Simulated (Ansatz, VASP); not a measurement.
TePb: VASP beside Ansatz

Contents of INCAR:

```
  PREC = Accurate
  ENCUT = 520
  EDIFF = 1E-6
  ISMEAR = -1
  SIGMA = 0.03
  LREAL = False
  LASPH = True
  NELM = 60
  ALGO = Normal
  ISIF = 2
  LWAVE = False
  LCHARG = False
  GGA = PS
  NBANDS = 17
```

KPOINTS

```
regular mesh
0
Gamma
  10 10 10
```

POSCAR

```
TePb
1.0
    0.0000000000      3.2270000000      3.1624600000
    3.2270000000      0.0000000000      3.1624600000
    3.2270000000      3.2270000000      0.0000000000
Te Pb
1 1
Direct
    0.5000000000      0.5000000000      0.5000000000
    0.0000000000      0.0000000000      0.0000000000
```

Input for Ansatz:

```yaml
crystal:
  lattice:
    - [0.0, 3.227, 3.16246]
    - [3.227, 0.0, 3.16246]
    - [3.227, 3.227, 0.0]
  atoms:
    - { symbol: Te, position: [0.5, 0.5, 0.5] }
    - { symbol: Pb, position: [0.0, 0.0, 0.0] }
kpoints:
  mp_grid: { grid: [10, 10, 10] }
  band_path:
    path:
      - [0.0, 0.0, 0.0]
      - [0.0, 0.5, 0.5]
      - [0.25, 0.75, 0.5]
      - [0.0, 0.5, 0.0]
      - [0.0, 0.0, 0.0]
      - [0.5, 0.5, 0.0]
      - [0.3801541025, 0.6198458975, 0.0]
      - [-0.3801541025, 0.3801541025, 0.0]
      - [0.0, 0.0, 0.0]
    npoints: 5
scf:
  occupations: { method: fermi_dirac, width: 0.03 }
hamiltonian:
  xc: pbesol
  pseudopotentials: { kind: all_electron, lapw: { basis_error: 0.0005 } }
output:
  forces: true
  stress: true
  eigenvalues: true
```

Change from the starting cell: zz strain of -2 %.

Alike in both runs: task single point; functional PBEsol; k mesh 10 × 10 × 10; occupations fermi-dirac, width 0.03 eV; no spin polarisation.

```csv
,VASP,Ansatz
version,VASP 6.6.1,Ansatz 0.2.0
potentials or method,"VASP PAW PBE potentials, release 64 (Te, Pb_d), cutoff 520 eV","all-electron LAPW, scalar-relativistic"
```

VASP gave:

```
pressure (GPa)                                                : 0.7
traceless stress, the component that is largest in VASP (GPa) : 1.82
```

Question: Estimate Ansatz's values.

Answer: Pressure (GPa): 0.8; traceless stress, the component that is largest in VASP (GPa): 1.82.

VASP's potentials were made for PBE, not for PBEsol. Ansatz ran all-electron here, and VASP with PAW potentials.

Neither program's run includes spin-orbit coupling.
